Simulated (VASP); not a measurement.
Here is a VASP 6.6.1 calculation.

Contents of INCAR:

```
SYSTEM = ZnF2
ALGO     = Normal         ! electronic algorithm
EDIFF    = 1E-7           ! SCF threshold, eV
EDIFFG   = -0.002         ! ionic threshold
ENCUT    = 520            ! plane-wave cutoff, eV
GGA_COMPAT= .FALSE.      
IBRION   = 2              ! ionic algorithm
ISIF     = 2              ! what is computed and relaxed
ISMEAR   = 0              ! smearing method
LASPH    = .TRUE.         ! aspherical terms in the spheres
LCHARG   = .FALSE.        ! write CHGCAR
LREAL    = .FALSE.        ! projectors in reciprocal space
LWAVE    = .FALSE.        ! write WAVECAR
NELM     = 120            ! most SCF steps
NELMIN   = 4            
NSW      = 100            ! ionic steps
PREC     = Accurate       ! precision mode
SIGMA    = 0.01           ! smearing width, eV
```

KPOINTS

```
k-points
0
G
  4 4 6
  0 0 0
```

Contents of POSCAR:

```
ZnF2
1.0
    4.6613369933      0.0000000000      0.0000000000
    0.0000000000      4.6613369933      0.0000000000
    0.0000000000      0.0000000000      3.1084304206
Zn F
2 4
Direct
    0.0000000000      0.0000000000      0.0000000000
    0.5000000000      0.5000000000      0.5000000000
    0.3032744591      0.3032744591      0.0000000000
    0.1967255409      0.8032744591      0.5000000000
    0.6967255409      0.6967255409      0.0000000000
    0.8032744591      0.1967255409      0.5000000000
```

Potentials or basis: VASP PAW LDA potentials, release 64 (Zn, F).

Command:

```bash
$ cat potpaw_LDA.64/Zn/POTCAR potpaw_LDA.64/F/POTCAR > POTCAR
$ mpirun -np 1 vasp_std > vasp.out
```

(1) Predict the energy gained by relaxing.

(2) What does it give for the band gap on the k mesh?

Results:

(1) 0.0 meV/atom.

(2) 3.37 eV.
